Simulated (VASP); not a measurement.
# MoS2 in VASP: further runs, part 2 of 2

VASP 6.6.1. Earlier steps stand in the parts before.

## 4. Single point, LDA (17.02 Å³/atom)

This run uses another cell than the first one, of 17.02 Å³/atom.

The input, INCAR:

```
PREC = Accurate
ENCUT = 520
EDIFF = 1E-7
ISMEAR = -1
SIGMA = 0.03
LREAL = False
LASPH = True
NELM = 100
ALGO = Normal
ISIF = 2
LWAVE = False
LCHARG = False
NBANDS = 35
```

The input, KPOINTS:

```
regular mesh
0
Gamma
  10 10 3
```

The input, POSCAR:

```
MoS2
1.0
    3.1182801267      0.0000000000      0.0000000000
   -1.5591400634      2.7005098059      0.0000000000
    0.0000000000      0.0000000000     12.1288309816
Mo S
2 4
Direct
    0.3333333333      0.6666666667      0.2500000000
    0.6666666667      0.3333333333      0.7500000000
    0.3333333333      0.6666666667      0.6275000000
    0.6666666667      0.3333333333      0.1275000000
    0.3333333333      0.6666666667      0.8725000000
    0.6666666667      0.3333333333      0.3725000000
```

Potentials or basis: VASP PAW LDA potentials, release 64 (Mo_sv, S).

The run is started by

```sh
$ cat potpaw_LDA.64/Mo_sv/POTCAR potpaw_LDA.64/S/POTCAR > POTCAR
$ mpirun -np 1 vasp_std > vasp.out
```

OUTCAR:

```text
PREC = Accurate
   ENCUT = 520
   EDIFF = 1E-7
   ISMEAR = -1
   LREAL = False
   LASPH = True
   NELM = 100
   ISIF = 2

 ion  position               nearest neighbor table
   1  0.333  0.667  0.250-   4 2.33   6 2.33   4 2.33   6 2.33   4 2.33   6 2.33
   2  0.667  0.333  0.750-   3 2.33   5 2.33   3 2.33   5 2.33   3 2.33   5 2.33
   3  0.333  0.667  0.627-   2 2.33   2 2.33   2 2.33
   4  0.667  0.333  0.127-   1 2.33   1 2.33   1 2.33
   5  0.333  0.667  0.873-   2 2.33   2 2.33   2 2.33
   6  0.667  0.333  0.373-   1 2.33   1 2.33   1 2.33

  LATTYP: Found a hexagonal cell.
 ALAT       =     3.1182801267
 C/A-ratio  =     3.8895899306
[... 1117 lines left out ...]
  -------------------------------------------------------------------------------------
  Total        3.7046886      3.7046886      8.6865608     -0.0000000     -0.0000000     -0.0000000
  in kB       58.1142262     58.1142262    136.2632105     -0.0000000     -0.0000000     -0.0000000
  external PRESSURE =      84.1638876 kB  Pullay stress =       0.0000000 kB

 VOLUME and BASIS-vectors are now :
 -----------------------------------------------------------------------------
  energy-cutoff  :      520.00
  volume of cell :      102.14
      direct lattice vectors                 reciprocal lattice vectors
     3.118280127  0.000000000  0.000000000     0.320689598  0.185150226  0.000000000
    -1.559140063  2.700509806  0.000000000     0.000000000  0.370300451  0.000000000
     0.000000000  0.000000000 12.128830982     0.000000000  0.000000000  0.082448177

 POSITION                                       TOTAL-FORCE (eV/Angst)
 -----------------------------------------------------------------------------------
     -0.00000      1.80034      3.03221         0.000000     -0.000000      0.000000
      1.55914      0.90017      9.09662        -0.000000      0.000000      0.000000
     -0.00000      1.80034      7.61084         0.000000     -0.000000     -1.554060
      1.55914      0.90017      1.54643        -0.000000      0.000000     -1.554060
     -0.00000      1.80034     10.58241         0.000000     -0.000000      1.554060
      1.55914      0.90017      4.51799        -0.000000      0.000000      1.554060
 -----------------------------------------------------------------------------------
    total drift:                               -0.000000      0.000000     -0.000000

  FREE ENERGIE OF THE ION-ELECTRON SYSTEM (eV)
  ---------------------------------------------------
  free  energy   TOTEN  =       -48.7436761089 eV

  energy  without entropy=      -48.7436760842  energy(sigma->0) =      -48.74367610
```

OSZICAR:

```text
N       E                     dE             d eps       ncg     rms          rms(c)
DAV:   1     0.475626572342E+03    0.47563E+03   -0.29244E+04  2136   0.142E+03
DAV:   2    -0.258450366032E+02   -0.50147E+03   -0.48536E+03  2330   0.385E+02
DAV:   3    -0.510118997854E+02   -0.25167E+02   -0.24604E+02  2370   0.793E+01
DAV:   4    -0.515036282154E+02   -0.49173E+00   -0.49026E+00  2345   0.113E+01
DAV:   5    -0.515122520609E+02   -0.86238E-02   -0.86221E-02  2305   0.151E+00    0.420E+01
DAV:   6    -0.492749663779E+02    0.22373E+01   -0.10094E+01  2197   0.219E+01    0.130E+01
DAV:   7    -0.489759679996E+02    0.29900E+00   -0.34816E+00  2168   0.128E+01    0.998E+00
DAV:   8    -0.487458605796E+02    0.23011E+00   -0.59135E-01  2232   0.562E+00    0.237E+00
DAV:   9    -0.487478264321E+02   -0.19659E-02   -0.48072E-02  2250   0.105E+00    0.990E-01
DAV:  10    -0.487439266363E+02    0.38998E-02   -0.22065E-02  2179   0.976E-01    0.259E-01
DAV:  11    -0.487437224947E+02    0.20414E-03   -0.15551E-03  2201   0.264E-01    0.859E-02
DAV:  12    -0.487436803502E+02    0.42145E-04   -0.16449E-04  2146   0.583E-02    0.548E-02
DAV:  13    -0.487436774140E+02    0.29362E-05   -0.79295E-05  2287   0.441E-02    0.258E-02
DAV:  14    -0.487436762275E+02    0.11865E-05   -0.50344E-06  2154   0.133E-02    0.176E-02
DAV:  15    -0.487436761529E+02    0.74645E-07   -0.24052E-06  2068   0.694E-03    0.321E-03
DAV:  16    -0.487436761089E+02    0.43928E-07   -0.42368E-07  1901   0.387E-03
   1 F= -.48743676E+02 E0= -.48743676E+02  d E =-.247680E-07
```

It took 2.5 min on 1 thread of Intel Xeon 8259CL, shared host; peak memory 0.23 GiB.

What came out:

| Item | Value |
| --- | --- |
| Free energy | -48.7437 eV |
| Pressure | 8.4 GPa |
| Largest force | 1.554 eV/Å |
| Band gap on the k mesh | 0.84 eV (least direct gap 1.97 eV) |

Forces on the atoms (eV/Å):
```
Mo   0.000  0.000  0.000
Mo   0.000  0.000  0.000
S    0.000  0.000 -1.554
S    0.000  0.000 -1.554
S    0.000  0.000  1.554
S    0.000  0.000  1.554
```

Caveat: the cell stands under pressure; an odd mesh through Γ misses points on the zone boundary, where band edges can lie; forces of over 1 eV/Å act on the atoms, so gaps and moduli don't describe the material at rest.

## 5. Single point, LDA (17.38 Å³/atom)

This run uses another cell than the first one, of 17.38 Å³/atom.

The input, INCAR:

```
  PREC = Accurate
  ENCUT = 520
  EDIFF = 1E-6
  ISMEAR = -1
  SIGMA = 0.03
  LREAL = False
  LASPH = True
  NELM = 100
  ALGO = Normal
  ISIF = 2
  LWAVE = False
  LCHARG = False
  NBANDS = 35
```

KPOINTS is that of step 4.

POSCAR: that of step 4 with these lines changed.

```diff
@@ -2,5 +2,5 @@
 1.0
-    3.1182801267      0.0000000000      0.0000000000
-   -1.5591400634      2.7005098059      0.0000000000
-    0.0000000000      0.0000000000     12.1288309816
+    3.1397861865      0.0000000000      0.0000000000
+   -1.5698930933      2.7191346000      0.0000000000
+    0.0000000000      0.0000000000     12.2124807351
 Mo S
```

Potentials or basis: VASP PAW LDA potentials, release 64 (Mo_sv, S).

The run is started by

```sh
$ cat potpaw_LDA.64/Mo_sv/POTCAR potpaw_LDA.64/S/POTCAR > POTCAR
$ mpirun -np 1 vasp_std > vasp.out
```

OUTCAR:

```text
PREC = Accurate
   ENCUT = 520
   EDIFF = 1E-6
   ISMEAR = -1
   LREAL = False
   LASPH = True
   NELM = 100
   ISIF = 2

 ion  position               nearest neighbor table
   1  0.333  0.667  0.250-   4 2.35   6 2.35   4 2.35   6 2.35   4 2.35   6 2.35
   2  0.667  0.333  0.750-   3 2.35   5 2.35   3 2.35   5 2.35   3 2.35   5 2.35
   3  0.333  0.667  0.627-   2 2.35   2 2.35   2 2.35
   4  0.667  0.333  0.127-   1 2.35   1 2.35   1 2.35
   5  0.333  0.667  0.873-   2 2.35   2 2.35   2 2.35
   6  0.667  0.333  0.373-   1 2.35   1 2.35   1 2.35

  LATTYP: Found a hexagonal cell.
 ALAT       =     3.1397861865
 C/A-ratio  =     3.8895899306
[... 1117 lines left out ...]
  -------------------------------------------------------------------------------------
  Total        1.3988765      1.3988765      6.1587726     -0.0000000      0.0000000      0.0000000
  in kB       21.4958832     21.4958832     94.6389864     -0.0000000      0.0000000      0.0000000
  external PRESSURE =      45.8769176 kB  Pullay stress =       0.0000000 kB

 VOLUME and BASIS-vectors are now :
 -----------------------------------------------------------------------------
  energy-cutoff  :      520.00
  volume of cell :      104.26
      direct lattice vectors                 reciprocal lattice vectors
     3.139786186  0.000000000  0.000000000     0.318493025  0.183882034  0.000000000
    -1.569893093  2.719134600  0.000000000     0.000000000  0.367764067  0.000000000
     0.000000000  0.000000000 12.212480735     0.000000000  0.000000000  0.081883445

 POSITION                                       TOTAL-FORCE (eV/Angst)
 -----------------------------------------------------------------------------------
     -0.00000      1.81276      3.05312         0.000000     -0.000000     -0.000000
      1.56989      0.90638      9.15936        -0.000000      0.000000     -0.000000
     -0.00000      1.81276      7.66333        -0.000000      0.000000     -1.143238
      1.56989      0.90638      1.55709         0.000000     -0.000000     -1.143238
     -0.00000      1.81276     10.65539        -0.000000      0.000000      1.143238
      1.56989      0.90638      4.54915         0.000000     -0.000000      1.143238
 -----------------------------------------------------------------------------------
    total drift:                               -0.000000      0.000000     -0.000000

  FREE ENERGIE OF THE ION-ELECTRON SYSTEM (eV)
  ---------------------------------------------------
  free  energy   TOTEN  =       -48.8306833759 eV

  energy  without entropy=      -48.8306833523  energy(sigma->0) =      -48.83068336
```

stdout:

```text
POSCAR found type information on POSCAR MoS
 POSCAR found :  2 types and       6 ions
 scaLAPACK will be used
 LDA part: xc-table for (Slater(with rela. corr.)+CA(PZ))
 , standard interpolation
 POSCAR, INCAR and KPOINTS ok, starting setup
 FFT: planning ... GRIDC
 FFT: planning ... GRID_SOFT
 FFT: planning ... GRID
 WAVECAR not read
 entering main loop
```

Wall time 2.3 min (1 thread of Intel Xeon 8259CL, shared host); peak memory 0.23 GiB.

What came out:

- Free energy: -48.8307 eV
- Pressure: 4.6 GPa
- Largest force: 1.143 eV/Å
- Band gap on the k mesh: 0.84 eV (least direct gap 1.92 eV)

Forces in eV/Å, atoms in the order of the input:
```
Mo   0.000  0.000  0.000
Mo   0.000  0.000  0.000
S    0.000  0.000 -1.143
S    0.000  0.000 -1.143
S    0.000  0.000  1.143
S    0.000  0.000  1.143
```

Caveat: the cell stands under pressure; an odd mesh through Γ misses points on the zone boundary, where band edges can lie; forces of over 1 eV/Å act on the atoms, so gaps and moduli don't describe the material at rest.

## 6. Overview

| cell | gap on the mesh (eV) | pressure (GPa) | largest force (eV/Å) |
| --- | --- | --- | --- |
| a = 3.161, b = 3.175, c = 12.295 Å, angles 90.2, 90.6, 120.4°, 6 atoms | 0.82 | 1.2 | 0.82 |
| a = 3.096, b = 3.096, c = 12.044 Å, angles 90.0, 90.0, 120.0°, 6 atoms | 0.82 | 12.7 | 2.00 |
| a = 3.118, b = 3.118, c = 12.129 Å, angles 90.0, 90.0, 120.0°, 6 atoms | 0.84 | 8.4 | 1.55 |
| a = 3.140, b = 3.140, c = 12.212 Å, angles 90.0, 90.0, 120.0°, 6 atoms | 0.84 | 4.6 | 1.14 |

Alike in all rows: task single point; level LDA; potentials or basis VASP PAW LDA potentials, release 64 (Mo_sv, S); no spin polarisation; k mesh 10 × 10 × 3; cutoff (eV) 520; smearing fermi-dirac 0.03 eV.

Caveats: an odd mesh through Γ misses points on the zone boundary, where band edges can lie; the cell stands under pressure (at least some runs); forces of over 1 eV/Å act on the atoms, so gaps and moduli don't describe the material at rest (at least some runs).

Absolute energies hang on the potentials; compare differences alone.
